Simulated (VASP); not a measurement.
# SiO2 in VASP: further runs

Runs on SiO2. Level: PBE+D3(BJ). Tasks: single point.

Everything below comes from runs of VASP 6.6.1. Logs are shortened: lines on timing, memory, paths and dates and some standing lists are left out, and cuts for length are marked.

### Step 1. The cell of the first run

The cell holds a sheet with vacuum, 6 atoms: a = 2.675 Å, b = 2.675 Å, c = 21.000 Å, α = 90.00°, β = 90.00°, γ = 117.15°.

### Step 2. Single point, PBE+D3(BJ)

File INCAR:

```
SYSTEM = SiO2
PREC     = Accurate       ! precision mode
ENCUT    = 520            ! plane-wave cutoff, eV
EDIFF    = 1E-6           ! SCF threshold, eV
ISMEAR   = 0              ! smearing method
SIGMA    = 0.1            ! smearing width, eV
LREAL    = .FALSE.        ! projectors in reciprocal space
LASPH    = .TRUE.         ! aspherical terms in the spheres
NELM     = 100            ! most SCF steps
ALGO     = Normal         ! electronic algorithm
ISIF     = 2              ! what is computed and relaxed
LWAVE    = .FALSE.        ! write WAVECAR
LCHARG   = .FALSE.        ! write CHGCAR
LDIPOL   = .TRUE.       
IDIPOL   = 3            
DIPOL    = 0.5 0.5 0.500
GGA      = PE             ! functional
IVDW     = 12             ! dispersion correction
NBANDS   = 25             ! bands
```

File KPOINTS:

```
Automatic mesh
0
G
  8 8 1
  0 0 0
```

File POSCAR:

```
SiO2
1.0
    2.6749108000      0.0000000000      0.0000000000
   -1.2205830100      2.3801945200      0.0000000000
    0.0000000000      0.0000000000     21.0000000000
Si O
2 4
Direct
    0.5000000000      0.5000000000      0.3890288300
    0.5000000000      0.5000000000      0.6109711700
    0.1894605900      0.8105394100      0.4378571400
    0.8105394100      0.1894605900      0.3402005100
    0.8105394100      0.1894605900      0.6597994900
    0.1894605900      0.8105394100      0.5621428600
```

Potentials or basis: VASP PAW PBE potentials, release 64 (Si, O).

On the command line:

```bash
$ cat potpaw_PBE.64/Si/POTCAR potpaw_PBE.64/O/POTCAR > POTCAR
$ mpirun -np 1 vasp_std > vasp.out
```

OUTCAR:

```text
SYSTEM = SiO2
   PREC = Accurate
   ENCUT = 520
   EDIFF = 1E-6
   ISMEAR = 0
   LREAL = .FALSE.
   LASPH = .TRUE.
   NELM = 100
   ISIF = 2
   GGA = PE
   IVDW = 12
 IVDW          = 12

 ion  position               nearest neighbor table
   1  0.500  0.500  0.389-   3 1.75   4 1.75   3 1.94   3 1.94   4 1.94   4 1.94
   2  0.500  0.500  0.611-   6 1.75   5 1.75   6 1.94   6 1.94   5 1.94   5 1.94
   3  0.189  0.811  0.438-   1 1.75   1 1.94   1 1.94
   4  0.811  0.189  0.340-   1 1.75   1 1.94   1 1.94
   5  0.811  0.189  0.660-   2 1.75   2 1.94   2 1.94
   6  0.189  0.811  0.562-   2 1.75   2 1.94   2 1.94

  LATTYP: Found a base centered orthorhombic cell.
 ALAT       =     2.7893359916
 B/A-ratio  =     1.6366284240
 C/A-ratio  =     7.5286735135

  Lattice vectors:

 A1 = (   2.6749108000,   0.0000000000,   0.0000000000)
 A2 = (  -1.2205830100,   2.3801945200,   0.0000000000)
 A3 = (   0.0000000000,   0.0000000000,  21.0000000000)

Analysis of symmetry for initial positions (statically):
=====================================================================
 Subroutine PRICEL returns:
 Original cell was already a primitive cell.

 Routine SETGRP: Setting up the symmetry group for a
 base centered orthorhombic supercell.

 Subroutine GETGRP returns: Found  4 space group operations
 (whereof  4 operations were pure point group operations)
 out of a pool of  8 trial point group operations.

The static configuration has the point symmetry C_2v.

Analysis of symmetry for dynamics (positions and initial velocities):
=====================================================================
 Subroutine PRICEL returns:
 Original cell was already a primitive cell.

 Routine SETGRP: Setting up the symmetry group for a
 base centered orthorhombic supercell.

 Subroutine GETGRP returns: Found  4 space group operations
 (whereof  4 operations were pure point group operations)
 out of a pool of  8 trial point group operations.

The dynamic configuration has the point symmetry C_2v.

 Subroutine INISYM returns: Found  4 space group operations
 (whereof  4 operations are pure point group operations),
 and found     1 'primitive' translations

----------------------------------------------------------------------------------------

                                     Primitive cell

  volume of cell :     133.7030

  direct lattice vectors                    reciprocal lattice vectors
     2.674910800  0.000000000  0.000000000     0.373844242  0.191710352  0.000000000
    -1.220583010  2.380194520  0.000000000     0.000000000  0.420133729  0.000000000
     0.000000000  0.000000000 21.000000000     0.000000000  0.000000000  0.047619048

  length of vectors
     2.674910800  2.674910996 21.000000000     0.420133760  0.420133729  0.047619048

  position of ions in fractional coordinates (direct lattice)
     0.500000000  0.500000000  0.389028830
     0.500000000  0.500000000  0.610971170
     0.189460590  0.810539410  0.437857140
     0.810539410  0.189460590  0.340200510
     0.810539410  0.189460590  0.659799490
     0.189460590  0.810539410  0.562142860

  ion indices of the primitive-cell ions
   primitive index   ion index
                 1           1
                 2           2
                 3           3
                 4           4
                 5           5
                 6           6

----------------------------------------------------------------------------------------

 KPOINTS: Automatic mesh

Automatic generation of k-mesh.
 Grid dimensions read from file:
 generate k-points for:    8    8    1

 Generating k-lattice:

  Cartesian coordinates                     Fractional coordinates (reciprocal lattice)
     0.046730530  0.023963794  0.000000000     0.125000000 -0.000000000  0.000000000
     0.000000000  0.052516716  0.000000000     0.000000000  0.125000000  0.000000000
     0.000000000  0.000000000  0.047619048     0.000000000  0.000000000  1.000000000

  Length of vectors
     0.052516720  0.052516716  0.047619048

  Shift w.r.t. Gamma in fractional coordinates (k-lattice)
     0.000000000  0.000000000  0.000000000

 Subroutine IBZKPT returns following result:
 ===========================================

 Found     21 irreducible k-points:

 Following reciprocal coordinates:
            Coordinates               Weight
  0.000000  0.000000  0.000000      1.000000
  0.125000  0.000000  0.000000      4.000000
  0.250000  0.000000  0.000000      4.000000
  0.375000 -0.000000  0.000000      4.000000
  0.500000  0.000000  0.000000      2.000000
  0.125000  0.125000  0.000000      2.000000
[... 13 lines left out ...]
 -0.375000  0.375000  0.000000      2.000000
  0.500000  0.500000  0.000000      1.000000
   k-points           NKPTS =     21   k-points in BZ     NKDIM =     21   number of bands    NBANDS=     25
   number of dos      NEDOS =    301   number of ions     NIONS =      6
   total plane-waves  NPLWV =  64000
   dimension x,y,z NGX =    20 NGY =   20 NGZ =  160
   dimension x,y,z NGXF=    40 NGYF=   40 NGZF=  320
   ions per type =               2   4
   NGX,Y,Z   is equivalent  to a cutoff of  12.43, 12.43, 12.67 a.u.
   NGXF,Y,Z  is equivalent  to a cutoff of  24.86, 24.86, 25.33 a.u.
 SYSTEM =  SiO2
   PREC   = accura    normal or accurate (medium, high low for compatibility)
   ISTART =      0    job   : 0-new  1-cont  2-samecut
   ICHARG =      2    charge: 1-file 2-atom 10-const
   ISPIN  =      1    spin polarized calculation?
   LNONCOLLINEAR =      F non collinear calculations
   LSORBIT =      F    spin-orbit coupling
   LASPH  =      T    aspherical Exc in radial PAW
   ENCUT  =  520.0 eV  38.22 Ry    6.18 a.u.   4.97  4.97 39.05*2*pi/ulx,y,z
   NELM   =    100;   NELMIN=  2; NELMDL= -5     # of ELM steps
   EDIFF  = 0.1E-05   stopping-criterion for ELM
   LREAL  =      F    real-space projection
[... 7 lines left out ...]
   TEBEG  =    0.0;   TEEND  =   0.0 temperature during run
   PSTRESS=    0.0 pullay stress
   NELECT =      32.0000    total number of electrons
   NUPDOWN=      -1.0000    fix difference up-down
   EMIN   =  10.00;   EMAX   =-10.00  energy-range for DOS
   EFERMI =   0.00;   METHOD = LEGACY
   ISMEAR =     0;   SIGMA  =   0.10  broadening in eV -4-tet -1-fermi 0-gaus
   EFERMI_NEDOS =   21; number of points for ismear=-14 and -15
   IALGO  =     38    algorithm
   IMIX   =      4    mixing-type and parameters
     AMIX     =   0.40;   BMIX     =  1.00
     AMIX_MAG =   1.60;   BMIX_MAG =  1.00
  volume/ion in A,a.u.               =      22.28       150.38
  Fermi-wavevector in a.u.,A,eV,Ry     =   1.016431  1.920776 14.056608  1.033132
  Thomas-Fermi vector in A             =   2.149774
   LORBIT       =      0    0 simple, 1 ext, 2 COOP (PROOUT), +10 PAW based schemes
   GGA     = PE    functional components
   LHFCALC =     F    Hartree Fock is set to
   AEXX    =    0.0000 exact exchange contribution
   IVDW    =    12    specifies the selected vdW correction
   LEPSILON=     F    determine dielectric tensor
   LRPA    =     F    only Hartree local field effects (RPA)
 non-spin polarized calculation
 Gauss-broadening in eV      SIGMA  =   0.10
  energy-cutoff  :      520.00
  volume of cell :      133.70
 maximum number of plane-waves:      3650
   NGX =  9   NGY =  9   NGZ = 79

 dipolmoment           0.000000      0.000000      0.000000 electrons x Angstroem

 number of electron      31.9999985 magnetization

 dipolmoment           0.000000      0.000000     -0.000000 electrons x Angstroem

 Free energy of the ion-electron system (eV)
  ---------------------------------------------------
  ext. energy  EPLUGINS =         0.00000000
  ---------------------------------------------------
  free energy    TOTEN  =       -44.52248562 eV

  energy without entropy =      -44.52248562  energy(sigma->0) =      -44.52248562

 E-fermi :  -2.8860     XC(G=0):  -5.1677

 val. band max:       -3.3810477217   @ k =   0.1250   0.1250   0.0000
 cond. band min:       1.9732377197   @ k =   0.0000   0.0000   0.0000
 fundamental gap:      5.3542854414
 Fermi energy:        -2.8859956111

 k-point     1 :       0.0000    0.0000    0.0000
  band No.  band energies     occupation
      1     -23.8524      2.00000
      2     -23.7927      2.00000
      3     -20.9822      2.00000
      4     -20.8585      2.00000
      5      -8.8017      2.00000
      6      -8.1610      2.00000
[... 17 lines left out ...]
     24       7.9425      0.00000
     25       8.0853      0.00000

 k-point     2 :       0.1250    0.0000    0.0000
  band No.  band energies     occupation
      1     -23.6046      2.00000
      2     -23.5448      2.00000
      3     -20.8704      2.00000
      4     -20.7515      2.00000
      5      -8.6906      2.00000
      6      -8.1119      2.00000
[... 17 lines left out ...]
     24       7.5861      0.00000
     25       7.6505      0.00000

 k-point     3 :       0.2500    0.0000    0.0000
  band No.  band energies     occupation
      1     -22.9103      2.00000
      2     -22.8502      2.00000
      3     -20.6249      2.00000
      4     -20.5198      2.00000
      5      -8.8400      2.00000
      6      -8.5965      2.00000
[... 468 lines left out ...]
 k-point    20 :      -0.3750    0.3750    0.0000
  band No.  band energies     occupation
      1     -21.8924      2.00000
      2     -21.8336      2.00000
      3     -20.1248      2.00000
      4     -20.0347      2.00000
      5     -10.6919      2.00000
      6     -10.6171      2.00000
[... 17 lines left out ...]
     24       9.3810      0.00000
     25       9.5668      0.00000

 k-point    21 :       0.5000    0.5000    0.0000
  band No.  band energies     occupation
      1     -21.3657      2.00000
      2     -21.3066      2.00000
      3     -20.0323      2.00000
      4     -19.9513      2.00000
      5     -11.5170      2.00000
      6     -11.4403      2.00000
[... 17 lines left out ...]
     24       9.7356      0.00000
     25      11.3588      0.00000

------------------------ aborting loop because EDIFF is reached ----------------------------------------

 vacuum level on the upper side and lower side of the slab       (xc-potential included)        -0.200        -0.200

 Edisp (eV)   -0.91177

 E8    (eV) :    -0.3195

  FORCE on cell =-STRESS in cart. coord.  units (eV):
  Direction    XX          YY          ZZ          XY          YZ          ZX
  --------------------------------------------------------------------------------------
  -------------------------------------------------------------------------------------
  Total      -2.24656    -4.43867    -8.61865    -2.13736     0.00000     0.00000
  in kB     -26.92075   -53.18904  -103.27817   -25.61219     0.00000     0.00000
  external pressure =      -61.13 kB  Pullay stress =        0.00 kB

 VOLUME and BASIS-vectors are now :
 -----------------------------------------------------------------------------
  energy-cutoff  :      520.00
  volume of cell :      133.70
      direct lattice vectors                 reciprocal lattice vectors
     2.674910800  0.000000000  0.000000000     0.373844242  0.191710352  0.000000000
    -1.220583010  2.380194520  0.000000000     0.000000000  0.420133729  0.000000000
     0.000000000  0.000000000 21.000000000     0.000000000  0.000000000  0.047619048

 POSITION                                       TOTAL-FORCE (eV/Angst)
 -----------------------------------------------------------------------------------
      0.72716      1.19010      8.16961        -0.005923      0.003619     -0.043728
      0.72716      1.19010     12.83039        -0.005923      0.003619      0.043728
     -0.48254      1.92924      9.19500        -0.841806      0.514354     -2.655559
      1.93687      0.45095      7.14421         0.847729     -0.517973      2.330060
      1.93687      0.45095     13.85579         0.847729     -0.517973     -2.330060
     -0.48254      1.92924     11.80500        -0.841806      0.514354      2.655559
 -----------------------------------------------------------------------------------
    total drift:                                0.000048     -0.000029     -0.000000

  FREE ENERGIE OF THE ION-ELECTRON SYSTEM (eV)
  ---------------------------------------------------
  free  energy   TOTEN  =       -45.4342544825 eV

  energy  without entropy=      -45.4342544825  energy(sigma->0) =      -45.43425448

 vacuum level on the upper side and lower side of the slab         5.513         5.513
```

Run time: 42 s. Hardware: 1 thread of Intel Xeon 6975P-C (Granite Rapids), shared host; peak memory 0.26 GiB.

What came out:

```yaml
Free_energy: -45.4343 eV
Largest_force: 2.833 eV/Å
Band_gap_on_the_k_mesh: 5.35 eV (least direct gap 5.65 eV)
Dispersion_energy_per_atom: -0.152 eV
```

Forces on the atoms (eV/Å):
```
Si  -0.006  0.004 -0.044
Si  -0.006  0.004  0.044
O   -0.842  0.514 -2.656
O    0.848 -0.518  2.330
O    0.848 -0.518 -2.330
O   -0.842  0.514  2.656
```

### Step 3. Single point, PBE+D3(BJ)

This run uses another cell than the first one.

File INCAR:

```
SYSTEM = SiO2
PREC = Accurate ; ENCUT = 520
EDIFF = 1E-6 ; ISMEAR = 0
SIGMA = 0.02 ; LREAL = .FALSE.
LASPH = .TRUE. ; NELM = 80
ALGO = Normal ; ISIF = 2
LWAVE = .FALSE. ; LCHARG = .FALSE.
LDIPOL = .TRUE. ; IDIPOL = 3
DIPOL = 0.5 0.5 0.282 ; GGA = PE
IVDW = 12 ; NBANDS = 25
```

File KPOINTS:

```
regular mesh
0
G
  12 12 1
  0 0 0
```

File POSCAR:

```
SiO2
1.0
    2.6863228086     -0.0669273618      0.0000000000
   -1.2853438345      2.3598094692      0.0000000000
    0.0000000000      0.0000000000     37.2231571600
Si O
2 4
Direct
    0.5000002801      0.4999997199      0.2158335671
    0.5000002801      0.4999997199      0.3483313669
    0.1666485732      0.8333514268      0.2404588395
    0.8333511467      0.1666488533      0.1911774376
    0.8333511467      0.1666488533      0.3729874964
    0.1666485732      0.8333514268      0.3237060944
```

Potentials or basis: VASP PAW PBE potentials, release 64 (Si, O).

On the command line:

```bash
$ cat potpaw_PBE.64/Si/POTCAR potpaw_PBE.64/O/POTCAR > POTCAR
$ mpirun -np 1 vasp_std > vasp.out
```

It took 3.8 min on 1 thread of Intel Xeon 6975P-C (Granite Rapids), shared host; peak memory 0.44 GiB.

The run converged. Its results:

* Free energy: -46.3999 eV
* Largest force: 0.014 eV/Å
* Band gap on the k mesh: 6.44 eV (least direct gap 6.93 eV)
* Dispersion energy per atom: -0.150 eV

Forces in eV/Å, atoms in the order of the input:
```
Si   0.000  0.000  0.000
Si   0.000  0.000  0.000
O    0.001 -0.001  0.013
O   -0.001  0.001 -0.014
O   -0.001  0.001  0.014
O    0.001 -0.001 -0.013
```

Levels at points of the mesh, in eV from the valence-band top:
| k point | band 14 | band 15 | band 16 | band 17 | band 18 | band 19 |
| --- | --- | --- | --- | --- | --- | --- |
| (0.00, 0.00, 0.00) | -1.00 | -0.95 | -0.49 | 6.44 | 6.84 | 8.33 |
| (0.50, 0.00, 0.00) | -1.43 | -1.06 | -0.83 | 7.93 | 8.02 | 10.19 |
| (0.50, 0.50, 0.00) | -1.43 | -1.06 | -0.83 | 7.93 | 8.02 | 10.19 |

### Step 4. Single point, PBE+D3(BJ)

This run uses another cell than the first one.

File INCAR:

```
SYSTEM = SiO2
ALGO = Normal
DIPOL = 0.5 0.5 0.282
EDIFF = 1E-6
ENCUT = 520
GGA = PE
IDIPOL = 3
ISIF = 2
ISMEAR = 0
IVDW = 12
LASPH = .TRUE.
LCHARG = .FALSE.
LDIPOL = .TRUE.
LREAL = .FALSE.
LWAVE = .FALSE.
NBANDS = 25
NELM = 100
PREC = Accurate
SIGMA = 0.02
```

File KPOINTS:

```
k-points
0
G
  12 12 1
  0 0 0
```

File POSCAR:

```
SiO2
1.0
    2.6862268970     -0.0669250811      0.0000000000
   -1.2852980399      2.3597251656      0.0000000000
    0.0000000000      0.0000000000     37.2231571600
Si O
2 4
Direct
    0.5000003248      0.4999996752      0.2159173811
    0.5000003248      0.4999996752      0.3482475529
    0.1666421637      0.8333578363      0.2405454380
    0.8333575115      0.1666424885      0.1912588424
    0.8333575115      0.1666424885      0.3729060915
    0.1666421637      0.8333578363      0.3236194959
```

On the command line:

```bash
$ cat potpaw_PBE.64/Si/POTCAR potpaw_PBE.64/O/POTCAR > POTCAR
$ mpirun -np 1 vasp_std > vasp.out
```

Run time: 3.6 min. Hardware: 1 thread of Intel Xeon 6975P-C (Granite Rapids), shared host; peak memory 0.44 GiB.

Results (log left out):

| Quantity | Value |
| --- | --- |
| Free energy | -46.3999 eV |
| Largest force | 0.012 eV/Å |
| Band gap on the k mesh | 6.44 eV (least direct gap 6.93 eV) |
| Dispersion energy per atom | -0.150 eV |

Forces in eV/Å, atoms in the order of the input:
```
Si   0.000  0.000  0.000
Si   0.000  0.000  0.000
O    0.001 -0.001  0.009
O   -0.001  0.001 -0.012
O   -0.001  0.001  0.012
O    0.001 -0.001 -0.009
```

Levels at points of the mesh, in eV from the valence-band top:
```tsv
k point	band 13	band 14	band 15	band 16	band 17	band 18	band 19	band 20
(0.00, 0.00, 0.00)	-1.00	-1.00	-0.96	-0.49	6.44	6.84	8.32	8.43
(0.50, 0.00, 0.00)	-1.45	-1.43	-1.06	-0.83	7.92	8.02	10.19	10.51
(0.50, 0.50, 0.00)	-1.45	-1.43	-1.06	-0.83	7.92	8.02	10.19	10.51
```

### Step 5. Overview

```tsv
cell	k mesh	smearing	gap on the mesh (eV)	largest force (eV/Å)
a = 2.675, b = 2.675, c = 21.000 Å, angles 90.0, 90.0, 117.1°, 6 atoms, atomic positions A	8 × 8 × 1	gaussian 0.1 eV	5.35	2.83
a = 2.687, b = 2.687, c = 37.223 Å, angles 90.0, 90.0, 120.0°, 6 atoms, atomic positions B	12 × 12 × 1	gaussian 0.02 eV	6.44	0.01
a = 2.687, b = 2.687, c = 37.223 Å, angles 90.0, 90.0, 120.0°, 6 atoms, atomic positions C	12 × 12 × 1	gaussian 0.02 eV	6.44	0.01
```

Alike in all rows: task single point; level PBE+D3(BJ); potentials or basis VASP PAW PBE potentials, release 64 (Si, O); no spin polarisation; cutoff (eV) 520.

Absolute energies hang on the potentials; compare differences alone.
